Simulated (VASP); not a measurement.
# La2ScAs3 (P-3m1) in VASP: further runs

Runs on La2ScAs3. Level: PBEsol. Tasks: single point, relaxation of cell and atoms.

Everything below comes from runs of VASP 6.6.1. Logs are shortened: lines on timing, memory, paths and dates and some standing lists are left out, and cuts for length are marked.

**1. The cell of the first run**

The structure is trigonal, space group P-3m1 (No. 164). Conventional cell: a = 4.172 Å, b = 4.172 Å, c = 10.119 Å, α = 90.00°, β = 90.00°, γ = 120.00°. Within 4.4 Å of La (site symmetry 3m) lie 6 As at 3.01 to 3.02 Å and 3 Sc at 4.04 Å and 9 La at 4.17 to 4.36 Å. Sc (site symmetry -3m) has 6 As at 2.80 Å within 3.7 Å. Within 3.8 Å of As (site symmetry 3m) lie 3 Sc at 2.80 Å and 3 La at 3.01 Å and 3 As at 3.74 Å. Within 4.0 Å of As (site symmetry -3m) lie 6 La at 3.02 Å.

**2. Single point, PBEsol**

Contents of INCAR:

```
SYSTEM = La2ScAs3
ALGO = Normal
EDIFF = 1E-6
ENCUT = 520
GGA = PS
ISIF = 2
ISMEAR = -1
LASPH = .TRUE.
LCHARG = .FALSE.
LREAL = .FALSE.
LWAVE = .FALSE.
NBANDS = 33
NELM = 80
PREC = Accurate
SIGMA = 0.03
```

Contents of KPOINTS:

```
k-points
0
G
  6 6 2
  0 0 0
```

Contents of POSCAR:

```
La2ScAs3
1.0
    4.1724615921      0.0000000000      0.0000000000
   -2.0862307961      3.6134577351      0.0000000000
    0.0000000000      0.0000000000     10.1191562720
La Sc As
2 1 3
Direct
    0.3333333333      0.6666666667      0.6797479977
    0.6666666667      0.3333333333      0.3202520023
    0.0000000000      0.0000000000      0.0000000000
    0.3333333333      0.6666666667      0.1413297359
    0.6666666667      0.3333333333      0.8586702641
    0.0000000000      0.0000000000      0.5000000000
```

Potentials or basis: VASP PAW PBE potentials, release 64 (La, Sc_sv, As).

Command:

```sh
$ cat potpaw_PBE.64/La/POTCAR potpaw_PBE.64/Sc_sv/POTCAR potpaw_PBE.64/As/POTCAR > POTCAR
$ mpirun -np 1 vasp_std > vasp.out
```

OUTCAR:

```text
SYSTEM = La2ScAs3
   EDIFF = 1E-6
   ENCUT = 520
   GGA = PS
   ISIF = 2
   ISMEAR = -1
   LASPH = .TRUE.
   LREAL = .FALSE.
   NELM = 80
   PREC = Accurate

 ion  position               nearest neighbor table
   1  0.333  0.667  0.680-   5 3.01   5 3.01   5 3.01   6 3.02   6 3.02   6 3.02
   2  0.667  0.333  0.320-   4 3.01   4 3.01   4 3.01   6 3.02   6 3.02   6 3.02
   3  0.000  0.000  0.000-   4 2.80   5 2.80   5 2.80   4 2.80   5 2.80   4 2.80
   4  0.333  0.667  0.141-   3 2.80   3 2.80   3 2.80   2 3.01   2 3.01   2 3.01
   5  0.667  0.333  0.859-   3 2.80   3 2.80   3 2.80   1 3.01   1 3.01   1 3.01
   6  0.000  0.000  0.500-   1 3.02   2 3.02   2 3.02   1 3.02   2 3.02   1 3.02

  LATTYP: Found a hexagonal cell.
 ALAT       =     4.1724615921
 C/A-ratio  =     2.4252245464

  Lattice vectors:

 A1 = (   4.1724615921,   0.0000000000,   0.0000000000)
 A2 = (  -2.0862307961,   3.6134577351,   0.0000000000)
 A3 = (   0.0000000000,   0.0000000000,  10.1191562720)

Analysis of symmetry for initial positions (statically):
=====================================================================
 Subroutine PRICEL returns:
 Original cell was already a primitive cell.

 Routine SETGRP: Setting up the symmetry group for a
 hexagonal supercell.

 Subroutine GETGRP returns: Found 12 space group operations
 (whereof 12 operations were pure point group operations)
 out of a pool of 24 trial point group operations.

The static configuration has the point symmetry D_3d.

Analysis of symmetry for dynamics (positions and initial velocities):
=====================================================================
 Subroutine PRICEL returns:
 Original cell was already a primitive cell.

 Routine SETGRP: Setting up the symmetry group for a
 hexagonal supercell.

 Subroutine GETGRP returns: Found 12 space group operations
 (whereof 12 operations were pure point group operations)
 out of a pool of 24 trial point group operations.

The dynamic configuration has the point symmetry D_3d.

 Subroutine INISYM returns: Found 12 space group operations
 (whereof 12 operations are pure point group operations),
 and found     1 'primitive' translations

----------------------------------------------------------------------------------------

                                     Primitive cell

  volume of cell :     152.5667

  direct lattice vectors                    reciprocal lattice vectors
     4.172461592  0.000000000  0.000000000     0.239666676  0.138371620  0.000000000
    -2.086230796  3.613457735  0.000000000     0.000000000  0.276743240  0.000000000
     0.000000000  0.000000000 10.119156272     0.000000000  0.000000000  0.098822468

  length of vectors
     4.172461592  4.172461592 10.119156272     0.276743240  0.276743240  0.098822468

  position of ions in fractional coordinates (direct lattice)
     0.333333333  0.666666667  0.679747998
     0.666666667  0.333333333  0.320252002
     0.000000000  0.000000000  0.000000000
     0.333333333  0.666666667  0.141329736
     0.666666667  0.333333333  0.858670264
     0.000000000  0.000000000  0.500000000

  ion indices of the primitive-cell ions
   primitive index   ion index
                 1           1
                 2           2
                 3           3
                 4           4
                 5           5
                 6           6

----------------------------------------------------------------------------------------

 KPOINTS: k-points

Automatic generation of k-mesh.
 Grid dimensions read from file:
 generate k-points for:    6    6    2

 Generating k-lattice:

  Cartesian coordinates                     Fractional coordinates (reciprocal lattice)
     0.039944446  0.023061937  0.000000000     0.166666667  0.000000000  0.000000000
     0.000000000  0.046123873  0.000000000     0.000000000  0.166666667  0.000000000
     0.000000000  0.000000000  0.049411234     0.000000000  0.000000000  0.500000000

  Length of vectors
     0.046123873  0.046123873  0.049411234

  Shift w.r.t. Gamma in fractional coordinates (k-lattice)
     0.000000000  0.000000000  0.000000000

 Subroutine IBZKPT returns following result:
 ===========================================

 Found     14 irreducible k-points:

 Following reciprocal coordinates:
            Coordinates               Weight
  0.000000  0.000000  0.000000      1.000000
  0.166667  0.000000  0.000000      6.000000
  0.333333 -0.000000  0.000000      6.000000
  0.500000  0.000000  0.000000      3.000000
  0.166667  0.166667  0.000000      6.000000
  0.333333  0.166667  0.000000     12.000000
  0.333333  0.333333  0.000000      2.000000
  0.000000  0.000000  0.500000      1.000000
  0.166667  0.000000  0.500000      6.000000
  0.333333 -0.000000  0.500000      6.000000
  0.500000  0.000000  0.500000      3.000000
  0.166667  0.166667  0.500000      6.000000
  0.333333  0.166667  0.500000     12.000000
  0.333333  0.333333  0.500000      2.000000
   k-points           NKPTS =     14   k-points in BZ     NKDIM =     14   number of bands    NBANDS=     33
   number of dos      NEDOS =    301   number of ions     NIONS =      6
   total plane-waves  NPLWV =  81920
   dimension x,y,z NGX =    32 NGY =   32 NGZ =   80
   dimension x,y,z NGXF=    64 NGYF=   64 NGZF=  160
   ions per type =               2   1   3
   NGX,Y,Z   is equivalent  to a cutoff of  12.75, 12.75, 13.14 a.u.
   NGXF,Y,Z  is equivalent  to a cutoff of  25.50, 25.50, 26.29 a.u.
 SYSTEM =  La2ScAs3
   PREC   = accura    normal or accurate (medium, high low for compatibility)
   ISTART =      0    job   : 0-new  1-cont  2-samecut
   ICHARG =      2    charge: 1-file 2-atom 10-const
   ISPIN  =      1    spin polarized calculation?
   LNONCOLLINEAR =      F non collinear calculations
   LSORBIT =      F    spin-orbit coupling
   LASPH  =      T    aspherical Exc in radial PAW
   ENCUT  =  520.0 eV  38.22 Ry    6.18 a.u.   7.76  7.76 18.81*2*pi/ulx,y,z
   NELM   =     80;   NELMIN=  2; NELMDL= -5     # of ELM steps
   EDIFF  = 0.1E-05   stopping-criterion for ELM
   LREAL  =      F    real-space projection
   EDIFFG = 0.1E-04   stopping-criterion for IOM
   NSW    =      0    number of steps for IOM
   IBRION =     -1    ionic relax: 0-MD 1-quasi-New 2-CG
   NFREE  =      0    steps in history (QN), initial steepest desc. (CG)
   ISIF   =      2    stress and relaxation
   ISYM   =      2    0-nonsym 1-usesym 2-fastsym
   POTIM  = 0.5000    time-step for ionic-motion
   TEBEG  =    0.0;   TEEND  =   0.0 temperature during run
   PSTRESS=    0.0 pullay stress
   NELECT =      48.0000    total number of electrons
   NUPDOWN=      -1.0000    fix difference up-down
   EMIN   =  10.00;   EMAX   =-10.00  energy-range for DOS
   EFERMI =   0.00;   METHOD = LEGACY
   ISMEAR =    -1;   SIGMA  =   0.03  broadening in eV -4-tet -1-fermi 0-gaus
   EFERMI_NEDOS =   21; number of points for ismear=-14 and -15
   IALGO  =     38    algorithm
   IMIX   =      4    mixing-type and parameters
     AMIX     =   0.40;   BMIX     =  1.00
     AMIX_MAG =   1.60;   BMIX_MAG =  1.00
  volume/ion in A,a.u.               =      25.43       171.60
  Fermi-wavevector in a.u.,A,eV,Ry     =   1.113445  2.104106 16.867950  1.239759
  Thomas-Fermi vector in A             =   2.250030
   LORBIT       =      0    0 simple, 1 ext, 2 COOP (PROOUT), +10 PAW based schemes
   GGA     = PS    functional components
   LHFCALC =     F    Hartree Fock is set to
   AEXX    =    0.0000 exact exchange contribution
   IVDW    =     0    specifies the selected vdW correction
   LEPSILON=     F    determine dielectric tensor
   LRPA    =     F    only Hartree local field effects (RPA)
 non-spin polarized calculation
  energy-cutoff  :      520.00
  volume of cell :      152.57
 maximum number of plane-waves:      4142
 NGX is ok and might be reduce to    32
   NGX = 15   NGY = 15   NGZ = 37

 number of electron      48.0000003 magnetization

 Free energy of the ion-electron system (eV)
  ---------------------------------------------------
  ext. energy  EPLUGINS =         0.00000000
  ---------------------------------------------------
  free energy    TOTEN  =       -41.36613153 eV

  energy without entropy =      -41.36612368  energy(sigma->0) =      -41.36612760

 E-fermi :   5.8448     XC(G=0): -10.1158

 val. band max:        5.5407704350   @ k =   0.5000   0.0000   0.0000
 cond. band min:       6.1214781306   @ k =   0.0000   0.0000   0.0000
 fundamental gap:      0.5807076957
 Fermi energy:         5.8447902093

 k-point     1 :       0.0000    0.0000    0.0000
  band No.  band energies     occupation
      1     -43.3961      2.00000
      2     -26.0690      2.00000
      3     -26.0490      2.00000
      4     -22.1092      2.00000
      5     -22.0950      2.00000
      6     -22.0950      2.00000
[... 25 lines left out ...]
     32       8.3553      0.00000
     33       8.3939      0.00000

 k-point     2 :       0.1667    0.0000    0.0000
  band No.  band energies     occupation
      1     -43.3957      2.00000
      2     -26.0569      2.00000
      3     -26.0393      2.00000
      4     -22.1077      2.00000
      5     -22.1033      2.00000
      6     -22.0969      2.00000
[... 25 lines left out ...]
     32       8.4868      0.00000
     33       8.6906      0.00000

 k-point     3 :       0.3333   -0.0000    0.0000
  band No.  band energies     occupation
      1     -43.3948      2.00000
      2     -26.0319      2.00000
      3     -26.0204      2.00000
      4     -22.1198      2.00000
      5     -22.1045      2.00000
      6     -22.1006      2.00000
[... 25 lines left out ...]
     32       8.6330      0.00000
     33       8.7701      0.00000

 k-point     4 :       0.5000    0.0000    0.0000
  band No.  band energies     occupation
      1     -43.3943      2.00000
      2     -26.0183      2.00000
      3     -26.0118      2.00000
      4     -22.1280      2.00000
      5     -22.1029      2.00000
      6     -22.1024      2.00000
[... 25 lines left out ...]
     32       8.6447      0.00000
     33       8.7341      0.00000

 k-point     5 :       0.1667    0.1667    0.0000
  band No.  band energies     occupation
      1     -43.3950      2.00000
      2     -26.0383      2.00000
      3     -26.0250      2.00000
      4     -22.1141      2.00000
      5     -22.1055      2.00000
      6     -22.1012      2.00000
[... 244 lines left out ...]
 k-point    12 :       0.1667    0.1667    0.5000
  band No.  band energies     occupation
      1     -43.3950      2.00000
      2     -26.0383      2.00000
      3     -26.0249      2.00000
      4     -22.1141      2.00000
      5     -22.1055      2.00000
      6     -22.1011      2.00000
[... 25 lines left out ...]
     32       8.6073      0.00000
     33       8.7179      0.00000

 k-point    13 :       0.3333    0.1667    0.5000
  band No.  band energies     occupation
      1     -43.3943      2.00000
      2     -26.0183      2.00000
      3     -26.0118      2.00000
      4     -22.1237      2.00000
      5     -22.1068      2.00000
      6     -22.1029      2.00000
[... 25 lines left out ...]
     32       8.7099      0.00000
     33       8.7969      0.00000

 k-point    14 :       0.3333    0.3333    0.5000
  band No.  band energies     occupation
      1     -43.3941      2.00000
      2     -26.0095      2.00000
      3     -26.0095      2.00000
      4     -22.1177      2.00000
      5     -22.1177      2.00000
      6     -22.1022      2.00000
[... 25 lines left out ...]
     32       8.7228      0.00000
     33       8.7804      0.00000

------------------------ aborting loop because EDIFF is reached ----------------------------------------

  FORCE on cell =-STRESS in cart. coord.  units (eV):
  Direction    XX          YY          ZZ          XY          YZ          ZX
  --------------------------------------------------------------------------------------
  -------------------------------------------------------------------------------------
  Total        0.1033333      0.1033333      0.0839335     -0.0000000      0.0000000      0.0000000
  in kB        1.0851538      1.0851538      0.8814273     -0.0000000      0.0000000      0.0000000
  external PRESSURE =       1.0172450 kB  Pullay stress =       0.0000000 kB

 VOLUME and BASIS-vectors are now :
 -----------------------------------------------------------------------------
  energy-cutoff  :      520.00
  volume of cell :      152.57
      direct lattice vectors                 reciprocal lattice vectors
     4.172461592  0.000000000  0.000000000     0.239666676  0.138371620  0.000000000
    -2.086230796  3.613457735  0.000000000     0.000000000  0.276743240  0.000000000
     0.000000000  0.000000000 10.119156272     0.000000000  0.000000000  0.098822468

 POSITION                                       TOTAL-FORCE (eV/Angst)
 -----------------------------------------------------------------------------------
     -0.00000      2.40897      6.87848         0.000000     -0.000000     -0.004835
      2.08623      1.20449      3.24068         0.000000      0.000000      0.004835
      0.00000      0.00000      0.00000        -0.000000      0.000000      0.000000
     -0.00000      2.40897      1.43014        -0.000000      0.000000      0.009751
      2.08623      1.20449      8.68902        -0.000000     -0.000000     -0.009751
      0.00000      0.00000      5.05958        -0.000000      0.000000      0.000000
 -----------------------------------------------------------------------------------
    total drift:                               -0.000000      0.000000      0.000000

  FREE ENERGIE OF THE ION-ELECTRON SYSTEM (eV)
  ---------------------------------------------------
  free  energy   TOTEN  =       -41.3661315308 eV

  energy  without entropy=      -41.3661236769  energy(sigma->0) =      -41.36612760
```

It took 77 s on 1 thread of AMD EPYC 7R13 (Zen 3), shared host; peak memory 0.28 GiB.

Results:

```
Free energy            : -41.3661 eV
Pressure               : 0.1 GPa
Largest force          : 0.010 eV/Å
Band gap on the k mesh : zero (bands 24 and 25 overlap by 0.73 eV)
```

Forces in eV/Å, atoms in the order of the input:
```
La   0.000  0.000 -0.005
La   0.000  0.000  0.005
Sc   0.000  0.000  0.000
As   0.000  0.000  0.010
As   0.000  0.000 -0.010
As   0.000  0.000  0.000
```

Caveat: the PAW data sets were made with another functional, which shifts forces and pressure a little; spin-orbit coupling is left out, which moves the levels of the heavy elements.

**3. Relaxation of cell and atoms, PBEsol**

This run uses another cell than the first one, of 24.45 Å³/atom.

Contents of INCAR:

```
SYSTEM = La2ScAs3
PREC = Accurate
ENCUT = 600
EDIFF = 1E-6
ISMEAR = -1
SIGMA = 0.03
LREAL = .False.
LASPH = .True.
NELM = 60
ALGO = Normal
ISIF = 3
LWAVE = .False.
LCHARG = .False.
GGA = PS
IBRION = 2
NSW = 100
EDIFFG = -0.01
```

Contents of KPOINTS:

```
Automatic mesh
0
Gamma
  6 6 2
  0 0 0
```

Contents of POSCAR:

```
La2ScAs3
1.0
    4.0913663200      0.0000000000      0.0000000000
   -2.0456831600      3.5432271700      0.0000000000
    0.0000000000      0.0000000000     10.1190399600
La Sc As
2 1 3
Direct
    0.3333333300      0.6666666700      0.6790233900
    0.6666666700      0.3333333300      0.3209766100
    0.0000000000      0.0000000000      0.0000000000
    0.3333333300      0.6666666700      0.1429916000
    0.6666666700      0.3333333300      0.8570084000
    0.0000000000      0.0000000000      0.5000000000
```

Potentials or basis: VASP PAW PBE potentials, release 64 (La, Sc_sv, As).

Command:

```sh
$ cat potpaw_PBE.64/La/POTCAR potpaw_PBE.64/Sc_sv/POTCAR potpaw_PBE.64/As/POTCAR > POTCAR
$ mpirun -np 1 vasp_std > vasp.out
```

It took 7 min on 1 thread of AMD EPYC 7R13 (Zen 3), shared host; peak memory 0.35 GiB.

The run converged. Its results:

```
Free energy                           : -41.3668 eV
Relaxed volume                        : 25.48 Å³/atom
Relaxed cell                          : a = 4.176 Å, b = 4.176 Å, c = 10.125 Å, α = 90.00°, β = 90.00°, γ = 120.00°
Space group after relaxing (to 0.1 Å) : P-3m1 (No. 164)
Energy gained by relaxing             : 12.4 meV/atom
Ionic steps                           : 9
Pressure after relaxing               : 0.0 GPa
Largest force after relaxing          : 0.006 eV/Å
Band gap on the k mesh                : zero (bands 24 and 25 overlap by 0.73 eV)
```

Forces in eV/Å, atoms in the order of the input:
```
La   0.000  0.000 -0.006
La   0.000  0.000  0.006
Sc   0.000  0.000  0.000
As   0.000  0.000 -0.003
As   0.000  0.000  0.003
As   0.000  0.000  0.000
```

Step by step:
| step | energy change (eV) | largest force (eV/Å) | pressure (GPa) | volume (Å³) |
| --- | --- | --- | --- | --- |
| 1 | 0.0000 | 0.1608 | 3.48 | 146.69 |
| 2 | -0.0278 | 0.0031 | -2.52 | 158.26 |
| 3 | -0.0693 | 0.0637 | -0.10 | 153.05 |
| 4 | -0.0728 | 0.0429 | -0.07 | 152.97 |
| 5 | -0.0743 | 0.0320 | -0.03 | 152.88 |
| 6 | -0.0743 | 0.0328 | -0.02 | 152.86 |
| 7 | -0.0744 | 0.0166 | 0.01 | 152.80 |
| 8 | -0.0745 | 0.0142 | 0.04 | 152.72 |
| 9 | -0.0745 | 0.0062 | -0.04 | 152.88 |

Final structure:
```
La Sc As
1.0
     4.17564    0.00000    0.00000
    -2.08782    3.61621    0.00000
     0.00000    0.00000   10.12483
La Sc As
2 1 3
Direct
  0.33333 0.66667 0.67968
  0.66667 0.33333 0.32032
  0.00000 0.00000 0.00000
  0.33333 0.66667 0.14154
  0.66667 0.33333 0.85846
  0.00000 0.00000 0.50000
```

Levels at points of the mesh, in eV from the Fermi level:
```csv
k point,band 21,band 22,band 23,band 24,band 25,band 26,band 27,band 28
"(0.00, 0.00, 0.00)",-1.33,0.28,0.28,0.43,1.30,1.30,1.43,1.76
"(0.50, 0.00, 0.00)",-1.43,-1.25,-0.47,-0.35,-0.31,1.81,2.35,2.40
"(0.00, 0.00, 0.50)",-0.65,-0.65,-0.47,-0.47,1.43,1.43,1.51,1.70
"(0.50, 0.00, 0.50)",-1.55,-1.25,-0.96,-0.61,0.64,0.86,2.41,2.47
```

Caveat: the PAW data sets were made with another functional, which shifts forces and pressure a little; spin-orbit coupling is left out, which moves the levels of the heavy elements.

The gap in the log of VASP goes by the Fermi energy; the results here count the filled bands.